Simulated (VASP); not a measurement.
Crystal: Ge5S.

```
Ge S
1.0
     0.00000    4.03377    4.03377
     4.03377    0.00000    4.03377
     4.03377    4.03377    0.00000
Ge S
5 1
Direct
  0.25000 0.25000 0.25000
  0.12959 0.62347 0.62347
  0.62347 0.62347 0.62347
  0.62347 0.62347 0.12959
  0.62347 0.12959 0.62347
  0.00000 0.00000 0.00000
```

The cell was generated, and may not be a known phase.

| Quantity | Value |
| --- | --- |
| Program | VASP 6.6.1 |
| Task | relaxation of cell and atoms |
| Functional | PBE |
| Potentials or basis | VASP PAW PBE potentials, release 64 (Ge_d, S) |
| Cutoff | 500 eV |
| k mesh | 8 × 8 × 8 |
| Occupations | gaussian, width 0.1 eV |
| Spin | no spin polarisation |

At the start: pressure -4.5 GPa; volume 21.88 Å³/atom.

How do energy, volume and symmetry change on relaxing?

Over 5 steps the energy falls by 31.4 meV/atom and the volume is 19.93 Å³/atom (-8.9 %); space group F-43m (No. 216, to 0.1 Å) before and after.

Step by step:
```
step  energy change (eV)  largest force (eV/Å)  pressure (GPa)  volume (Å³)
   1              0.0000                0.1840           -4.53       131.27
   2             -0.1831                0.2028           -0.03       119.86
   3             -0.1833                0.2023            0.10       119.59
   4             -0.1883                0.0502            0.07       119.57
   5             -0.1886                0.0003            0.06       119.56
```

Final structure:
```
Ge S
1.0
     0.00000    3.91013    3.91013
     3.91013    0.00000    3.91013
     3.91013    3.91013    0.00000
Ge S
5 1
Direct
  0.25000 0.25000 0.25000
  0.12470 0.62510 0.62510
  0.62510 0.62510 0.62510
  0.62510 0.62510 0.12470
  0.62510 0.12470 0.62510
  0.00000 0.00000 0.00000
```
